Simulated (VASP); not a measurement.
Wanted: the native input for a VASP 6.6.1 run.

* Task: single point
* Functional: r2SCAN
* Potentials or basis: VASP PAW PBE potentials, release 64 (Sc_sv, Al)
* Cutoff: 520 eV
* k mesh: 14 × 14 × 14
* Occupations: gaussian, width 0.1 eV
* Spin: no spin polarisation
* Dipole correction: no
* Further INCAR settings: ALGO = Normal; EDIFF = 1e-06; NBANDS = 18

The system is ScAl3.

```
Sc Al
1.0
     4.00383    0.00000    0.00000
     0.00000    4.00383    0.00000
     0.00000    0.00000    4.13456
Sc Al
1 3
Cartesian
  0.0000 0.0000 0.0000
  2.0019 0.0000 2.0673
  0.0000 2.0019 2.0673
  2.0019 2.0019 0.0000
```

This cell differs from its parent crystal: biaxial strain in the a-b plane: -2.0 %.

The input as run:

POSCAR

```
ScAl3
1.0
    4.0038258372      0.0000000000      0.0000000000
    0.0000000000      4.0038258372      0.0000000000
    0.0000000000      0.0000000000      4.1345630074
Sc Al
1 3
Direct
    0.0000000000      0.0000000000      0.0000000000
    0.5000000000      0.0000000000      0.5000000000
    0.0000000000      0.5000000000      0.5000000000
    0.5000000000      0.5000000000      0.0000000000
```

INCAR.step1

```
SYSTEM = ScAl3
  PREC = Accurate
  ENCUT = 520
  ISMEAR = 0
  SIGMA = 0.1
  LREAL = .FALSE.
  LASPH = .TRUE.
  NELM = 100
  NBANDS = 18
  GGA = PE
  ALGO = Normal
  EDIFF = 1E-4
  LWAVE = .TRUE.
  LCHARG = .FALSE.
```

INCAR.step2

```
SYSTEM = ScAl3
  PREC = Accurate
  ENCUT = 520
  EDIFF = 1E-6
  ISMEAR = 0
  SIGMA = 0.1
  LREAL = .FALSE.
  LASPH = .TRUE.
  NELM = 100
  ALGO = Normal
  ISIF = 2
  LWAVE = .FALSE.
  LCHARG = .FALSE.
  METAGGA = R2SCAN
  LMIXTAU = .TRUE.
  NBANDS = 18
  ISTART = 1
```

KPOINTS

```
regular mesh
0
G
  14 14 14
  0 0 0
```

Potentials or basis: VASP PAW PBE potentials, release 64 (Sc_sv, Al).

Command:

```bash
$ cat potpaw_PBE.64/Sc_sv/POTCAR potpaw_PBE.64/Al/POTCAR > POTCAR
$ cp INCAR.step1 INCAR
$ mpirun -np 1 vasp_std > vasp.out
$ cp INCAR.step2 INCAR
$ mpirun -np 1 vasp_std > vasp.out
```

Results of the run:

* Pressure: 2.9 GPa
* Band gap on the k mesh: zero (bands 10 and 11 overlap by 4.40 eV)

Caveat: the cell differs from its parent crystal (biaxial strain in the a-b plane: -2.0 %); the PAW data sets were made with another functional, which shifts forces and pressure a little.

Run time: 8.2 min on 1 thread of Intel(R) Xeon(R) 6975P-C (Granite Rapids), on a shared host, peak memory 0.42 GiB.
